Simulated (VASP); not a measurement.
# Ge (Fd-3m) in VASP: notebook

Ge is run at these levels: PBEsol; tasks: single point.

All numbers are computed with VASP 6.6.1; they aren't measurements. Logs are shortened: lines on timing, memory, paths and dates and some standing lists are left out, and cuts for length are marked.

## Step 1: The cell of the first run

Symmetry: Fd-3m, No. 227, cubic system. The conventional cell has a = 5.676 Å, b = 5.676 Å, c = 5.676 Å, α = 90.00°, β = 90.00°, γ = 90.00°. Ge (site symmetry -43m) has 4 Ge at 2.46 Å within 3.2 Å.

## Step 2: Single point, PBEsol

INCAR reads:

```
  PREC = Accurate
  ENCUT = 520
  EDIFF = 1E-6
  ISMEAR = 0
  SIGMA = 0.1
  LREAL = F
  LASPH = T
  NELM = 80
  ALGO = Normal
  ISIF = 2
  LWAVE = F
  LCHARG = T
  GGA = PS
  LELF = T
  LVHAR = T
  NBANDS = 21
```

KPOINTS reads:

```
regular mesh
0
Gamma
  12 12 12
```

POSCAR reads:

```
Ge
1.0
    0.0000000000      2.8378502412      2.8378502412
    2.8378502412      0.0000000000      2.8378502412
    2.8378502412      2.8378502412      0.0000000000
Ge
2
Direct
    0.0000000000      0.0000000000      0.0000000000
    0.2500000000      0.2500000000      0.2500000000
```

Potentials or basis: VASP PAW PBE potentials, release 64 (Ge_d).

The run is started by

```bash
> cat potpaw_PBE.64/Ge_d/POTCAR > POTCAR
> mpirun -np 1 vasp_std > vasp.out
```

OUTCAR:

```text
PREC = Accurate
   ENCUT = 520
   EDIFF = 1E-6
   ISMEAR = 0
   LREAL = F
   LASPH = T
   NELM = 80
   ISIF = 2
   GGA = PS

 ion  position               nearest neighbor table
   1  0.000  0.000  0.000-   2 2.46   2 2.46   2 2.46   2 2.46
   2  0.250  0.250  0.250-   1 2.46   1 2.46   1 2.46   1 2.46

  LATTYP: Found a face centered cubic cell.
 ALAT       =     5.6757004824

  Lattice vectors:

 A1 = (   0.0000000000,   2.8378502412,   2.8378502412)
 A2 = (   2.8378502412,   0.0000000000,   2.8378502412)
 A3 = (   2.8378502412,   2.8378502412,   0.0000000000)

Analysis of symmetry for initial positions (statically):
=====================================================================
 Subroutine PRICEL returns:
 Original cell was already a primitive cell.

 Routine SETGRP: Setting up the symmetry group for a
 face centered cubic supercell.

 Subroutine GETGRP returns: Found 48 space group operations
 (whereof 24 operations were pure point group operations)
 out of a pool of 48 trial point group operations.

The static configuration has the point symmetry T_d .
 The point group associated with its full space group is O_h .

Analysis of symmetry for dynamics (positions and initial velocities):
=====================================================================
 Subroutine PRICEL returns:
 Original cell was already a primitive cell.

 Routine SETGRP: Setting up the symmetry group for a
 face centered cubic supercell.

 Subroutine GETGRP returns: Found 48 space group operations
 (whereof 24 operations were pure point group operations)
 out of a pool of 48 trial point group operations.

The dynamic configuration has the point symmetry T_d .
 The point group associated with its full space group is O_h .

 Subroutine INISYM returns: Found 48 space group operations
 (whereof 24 operations are pure point group operations),
 and found     1 'primitive' translations

----------------------------------------------------------------------------------------

                                     Primitive cell

  volume of cell :      45.7087

  direct lattice vectors                    reciprocal lattice vectors
     0.000000000  2.837850241  2.837850241    -0.176189706  0.176189706  0.176189706
     2.837850241  0.000000000  2.837850241     0.176189706 -0.176189706  0.176189706
     2.837850241  2.837850241  0.000000000     0.176189706  0.176189706 -0.176189706

  length of vectors
     4.013326299  4.013326299  4.013326299     0.305169523  0.305169523  0.305169523

  position of ions in fractional coordinates (direct lattice)
     0.000000000  0.000000000  0.000000000
     0.250000000  0.250000000  0.250000000

  ion indices of the primitive-cell ions
   primitive index   ion index
                 1           1
                 2           2

----------------------------------------------------------------------------------------

 KPOINTS: regular mesh

Automatic generation of k-mesh.
 Grid dimensions read from file:
 generate k-points for:   12   12   12

 Generating k-lattice:

  Cartesian coordinates                     Fractional coordinates (reciprocal lattice)
    -0.014682476  0.014682476  0.014682476     0.083333333  0.000000000  0.000000000
     0.014682476 -0.014682476  0.014682476     0.000000000  0.083333333  0.000000000
     0.014682476  0.014682476 -0.014682476     0.000000000  0.000000000  0.083333333

  Length of vectors
     0.025430794  0.025430794  0.025430794

  Shift w.r.t. Gamma in fractional coordinates (k-lattice)
     0.000000000  0.000000000  0.000000000

 Subroutine IBZKPT returns following result:
 ===========================================

 Found     72 irreducible k-points:

 Following reciprocal coordinates:
            Coordinates               Weight
  0.000000  0.000000  0.000000      1.000000
  0.083333  0.000000  0.000000      8.000000
  0.166667  0.000000  0.000000      8.000000
  0.250000  0.000000  0.000000      8.000000
  0.333333  0.000000  0.000000      8.000000
  0.416667  0.000000  0.000000      8.000000
[... 16 lines left out ...]
  0.500000  0.166667  0.000000     24.000000
 -0.416667  0.166667  0.000000     24.000000
 [... further k-points ...]
   k-points           NKPTS =     72   k-points in BZ     NKDIM =     72   number of bands    NBANDS=     21
   number of dos      NEDOS =    301   number of ions     NIONS =      2
   total plane-waves  NPLWV =  27000
   dimension x,y,z NGX =    30 NGY =   30 NGZ =   30
   dimension x,y,z NGXF=    60 NGYF=   60 NGZF=   60
   ions per type =               2
   NGX,Y,Z   is equivalent  to a cutoff of  12.43, 12.43, 12.43 a.u.
   NGXF,Y,Z  is equivalent  to a cutoff of  24.85, 24.85, 24.85 a.u.
 SYSTEM =  unknown system
   PREC   = accura    normal or accurate (medium, high low for compatibility)
   ISTART =      0    job   : 0-new  1-cont  2-samecut
   ICHARG =      2    charge: 1-file 2-atom 10-const
   ISPIN  =      1    spin polarized calculation?
   LNONCOLLINEAR =      F non collinear calculations
   LSORBIT =      F    spin-orbit coupling
   LASPH  =      T    aspherical Exc in radial PAW
   ENCUT  =  520.0 eV  38.22 Ry    6.18 a.u.   7.46  7.46  7.46*2*pi/ulx,y,z
   NELM   =     80;   NELMIN=  2; NELMDL= -5     # of ELM steps
   EDIFF  = 0.1E-05   stopping-criterion for ELM
   LREAL  =      F    real-space projection
   EDIFFG = 0.1E-04   stopping-criterion for IOM
   NSW    =      0    number of steps for IOM
   IBRION =     -1    ionic relax: 0-MD 1-quasi-New 2-CG
   NFREE  =      0    steps in history (QN), initial steepest desc. (CG)
   ISIF   =      2    stress and relaxation
   ISYM   =      2    0-nonsym 1-usesym 2-fastsym
   POTIM  = 0.5000    time-step for ionic-motion
   TEBEG  =    0.0;   TEEND  =   0.0 temperature during run
   PSTRESS=    0.0 pullay stress
   NELECT =      28.0000    total number of electrons
   NUPDOWN=      -1.0000    fix difference up-down
   EMIN   =  10.00;   EMAX   =-10.00  energy-range for DOS
   EFERMI =   0.00;   METHOD = LEGACY
   ISMEAR =     0;   SIGMA  =   0.10  broadening in eV -4-tet -1-fermi 0-gaus
   EFERMI_NEDOS =   21; number of points for ismear=-14 and -15
   IALGO  =     38    algorithm
   IMIX   =      4    mixing-type and parameters
     AMIX     =   0.40;   BMIX     =  1.00
     AMIX_MAG =   1.60;   BMIX_MAG =  1.00
  volume/ion in A,a.u.               =      22.85       154.23
  Fermi-wavevector in a.u.,A,eV,Ry     =   1.390362  2.627404 26.301528  1.933108
  Thomas-Fermi vector in A             =   2.514305
   LORBIT       =      0    0 simple, 1 ext, 2 COOP (PROOUT), +10 PAW based schemes
   GGA     = PS    functional components
   LHFCALC =     F    Hartree Fock is set to
   AEXX    =    0.0000 exact exchange contribution
   IVDW    =     0    specifies the selected vdW correction
   LEPSILON=     F    determine dielectric tensor
   LRPA    =     F    only Hartree local field effects (RPA)
 non-spin polarized calculation
 Gauss-broadening in eV      SIGMA  =   0.10
  energy-cutoff  :      520.00
  volume of cell :       45.71
 maximum number of plane-waves:      1248
 NGX is ok and might be reduce to    30
   NGX = 15   NGY = 15   NGZ = 15

 number of electron      28.0000014 magnetization

 Free energy of the ion-electron system (eV)
  ---------------------------------------------------
  ext. energy  EPLUGINS =         0.00000000
  ---------------------------------------------------
  free energy    TOTEN  =        -9.87378394 eV

  energy without entropy =       -9.87353234  energy(sigma->0) =       -9.87365814

 E-fermi :   4.7784     XC(G=0): -10.0840

 val. band max:        4.7695742409   @ k =   0.0000   0.0000   0.0000
 cond. band min:       4.8635102913   @ k =   0.5000   0.0000   0.0000
 fundamental gap:      0.0939360504
 Fermi energy:         4.7783797849

 k-point     1 :       0.0000    0.0000    0.0000
  band No.  band energies     occupation
      1     -19.9792      2.00000
      2     -19.9792      2.00000
      3     -19.9792      2.00000
      4     -19.9434      2.00000
      5     -19.9434      2.00000
      6     -19.7363      2.00000
[... 13 lines left out ...]
     20      14.2244      0.00000
     21      14.2244      0.00000

 k-point     2 :       0.0833    0.0000    0.0000
  band No.  band energies     occupation
      1     -19.9834      2.00000
      2     -19.9834      2.00000
      3     -19.9781      2.00000
      4     -19.9377      2.00000
      5     -19.9377      2.00000
      6     -19.7431      2.00000
[... 13 lines left out ...]
     20      13.6293      0.00000
     21      13.6293      0.00000

 k-point     3 :       0.1667    0.0000    0.0000
  band No.  band energies     occupation
      1     -19.9909      2.00000
      2     -19.9909      2.00000
      3     -19.9750      2.00000
      4     -19.9263      2.00000
      5     -19.9263      2.00000
      6     -19.7532      2.00000
[... 13 lines left out ...]
     20      13.0609      0.00000
     21      13.0609      0.00000

 k-point     4 :       0.2500    0.0000    0.0000
  band No.  band energies     occupation
      1     -19.9971      2.00000
      2     -19.9971      2.00000
      3     -19.9707      2.00000
      4     -19.9154      2.00000
      5     -19.9154      2.00000
      6     -19.7618      2.00000
[... 13 lines left out ...]
     20      13.0372      0.00000
     21      13.0372      0.00000

 k-point     5 :       0.3333    0.0000    0.0000
  band No.  band energies     occupation
      1     -20.0009      2.00000
      2     -20.0009      2.00000
      3     -19.9663      2.00000
      4     -19.9076      2.00000
      5     -19.9076      2.00000
      6     -19.7673      2.00000
[... 13 lines left out ...]
     20      13.6742      0.00000
     21      13.6742      0.00000
[... 382 lines left out ...]
     20      14.3296      0.00000
     21      14.9931      0.00000

 k-point    22 :       0.4167    0.1667    0.0000
  band No.  band energies     occupation
      1     -20.0156      2.00000
      2     -20.0032      2.00000
      3     -19.9561      2.00000
      4     -19.8978      2.00000
      5     -19.8775      2.00000
      6     -19.8131      2.00000
[... 13 lines left out ...]
     20      14.8586      0.00000
     21      15.8560      0.00000

 k-point    23 :       0.5000    0.1667    0.0000
  band No.  band energies     occupation
      1     -20.0195      2.00000
      2     -20.0067      2.00000
      3     -19.9455      2.00000
      4     -19.8891      2.00000
      5     -19.8810      2.00000
      6     -19.8063      2.00000
[... 13 lines left out ...]
     20      15.6239      0.00000
     21      15.9131      0.00000

 k-point    24 :      -0.4167    0.1667    0.0000
  band No.  band energies     occupation
      1     -20.0197      2.00000
      2     -20.0091      2.00000
      3     -19.9398      2.00000
      4     -19.8900      2.00000
      5     -19.8828      2.00000
      6     -19.7930      2.00000
[... 13 lines left out ...]
     20      14.3697      0.00000
     21      14.9445      0.00000

 [... further k-points ...]

------------------------ aborting loop because EDIFF is reached ----------------------------------------

  FORCE on cell =-STRESS in cart. coord.  units (eV):
  Direction    XX          YY          ZZ          XY          YZ          ZX
  --------------------------------------------------------------------------------------
  -------------------------------------------------------------------------------------
  Total       -0.1161730     -0.1161730     -0.1161730      0.0000000      0.0000000      0.0000000
  in kB       -4.0720916     -4.0720916     -4.0720916      0.0000000      0.0000000      0.0000000
  external PRESSURE =      -4.0720916 kB  Pullay stress =       0.0000000 kB

 VOLUME and BASIS-vectors are now :
 -----------------------------------------------------------------------------
  energy-cutoff  :      520.00
  volume of cell :       45.71
      direct lattice vectors                 reciprocal lattice vectors
     0.000000000  2.837850241  2.837850241    -0.176189706  0.176189706  0.176189706
     2.837850241  0.000000000  2.837850241     0.176189706 -0.176189706  0.176189706
     2.837850241  2.837850241  0.000000000     0.176189706  0.176189706 -0.176189706

 POSITION                                       TOTAL-FORCE (eV/Angst)
 -----------------------------------------------------------------------------------
      0.00000      0.00000      0.00000        -0.000000     -0.000000     -0.000000
      1.41893      1.41893      1.41893         0.000000      0.000000      0.000000
 -----------------------------------------------------------------------------------
    total drift:                                0.000000      0.000000      0.000000

  FREE ENERGIE OF THE ION-ELECTRON SYSTEM (eV)
  ---------------------------------------------------
  free  energy   TOTEN  =        -9.8737839376 eV

  energy  without entropy=       -9.8735323386  energy(sigma->0) =       -9.87365814
```

It took 44 s on 1 thread of Intel Xeon Platinum 8488C (Sapphire Rapids), shared host; peak memory 0.19 GiB.

Results:

| Item | Value |
| --- | --- |
| Free energy | -9.8738 eV |
| Pressure | -0.4 GPa |
| Band gap on the k mesh | zero (filled and empty bands touch) |

Caveat: the PAW data sets were made with another functional, which shifts forces and pressure a little.

## Step 3: Single point, PBEsol

INCAR reads:

```
SYSTEM = Ge
ALGO = Normal
EDIFF = 1E-6
ENCUT = 520
GGA = PS
ISIF = 2
ISMEAR = 0
LASPH = .True.
LCHARG = .False.
LREAL = .False.
LWAVE = .False.
NBANDS = 21
NELM = 60
PREC = Accurate
SIGMA = 0.01
```

KPOINTS reads:

```
k-points
0
Gamma
  12 12 12
  0 0 0
```

POSCAR is that of step 2.

Potentials or basis: VASP PAW PBE potentials, release 64 (Ge_d).

The run is started by

```bash
> cat potpaw_PBE.64/Ge_d/POTCAR > POTCAR
> mpirun -np 1 vasp_std > vasp.out
```

Run time: 42 s. Hardware: 1 thread of Intel Xeon Platinum 8488C (Sapphire Rapids), shared host; peak memory 0.19 GiB.

It converged, with:

* Free energy: -9.8737 eV
* Pressure: -0.4 GPa
* Band gap on the k mesh: zero (filled and empty bands touch)

Levels at points of the mesh, in eV from the Fermi level:
```
           k point  band 12  band 13  band 14  band 15  band 16  band 17
(0.00, 0.00, 0.00)    -0.10     0.00     0.00     0.00     2.53     2.53
(0.50, 0.00, 0.00)    -7.59    -1.40    -1.40     0.09     3.70     3.70
(0.50, 0.50, 0.00)    -8.87    -3.06    -3.06     0.67     0.67     9.41
```

Caveat: the PAW data sets were made with another functional, which shifts forces and pressure a little.
